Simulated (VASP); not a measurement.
Set up this calculation in VASP 6.6.1, as the native input.

```yaml
Task: single point
Functional: PBE
Potentials_or_basis: VASP PAW PBE potentials, release 64 (C_h, O_h)
Cutoff: 1340 eV
k_mesh: 10 × 10 × 10
Occupations: fermi-dirac, width 0.02 eV
Spin: no spin polarisation
Dipole_correction: no
Further_INCAR_settings: ALGO = Normal; EDIFF = 1e-06; NBANDS = 25
```

The structure of CO2 lies in POSCAR:

```
CO2
1.0
   -1.9548127153      1.9548127153      2.9026436775
    1.9548127153     -1.9548127153      2.9026436775
    1.9548127153      1.9548127153     -2.9026436775
C O
2 4
Direct
    0.0000000000      0.0000000000      0.0000000000
    0.7500000000      0.2500000000      0.5000000000
    0.3750000000      0.2942971230      0.4192971230
    0.7057028770      0.1250000000      0.0807028770
    0.8750000000      0.9557028770      0.5807028770
    0.0442971230      0.6250000000      0.9192971230
```

This cell differs from its parent crystal: uniaxial z strain -2.2%.

One way to write it, as run:

INCAR

```
SYSTEM = CO2
  ALGO = Normal
  EDIFF = 1E-6
  ENCUT = 1340
  GGA = PE
  GGA_COMPAT = .False.
  ISIF = 2
  ISMEAR = -1
  LASPH = .True.
  LCHARG = .False.
  LREAL = .False.
  LWAVE = .False.
  NBANDS = 25
  NELM = 120
  PREC = Accurate
  SIGMA = 0.02
```

KPOINTS

```
k-points
0
Gamma
  10 10 10
  0 0 0
```

Potentials or basis: VASP PAW PBE potentials, release 64 (C_h, O_h).

Command:

```sh
$ cat potpaw_PBE.64/C_h/POTCAR potpaw_PBE.64/O_h/POTCAR > POTCAR
$ mpirun -np 1 vasp_std > vasp.out
```

Results of the run:

| Item | Value |
| --- | --- |
| Pressure | 12.0 GPa |
| Largest force | 0.276 eV/Å |
| Band gap on the k mesh | 7.78 eV (least direct gap 8.12 eV) |

Caveat: the cell differs from its parent crystal (uniaxial z strain -2.2%); the cell stands under pressure.

It took 4.3 min on 1 thread of AMD EPYC 9R45 96-Core Processor (Zen 5), on a shared host, peak memory 0.52 GiB.
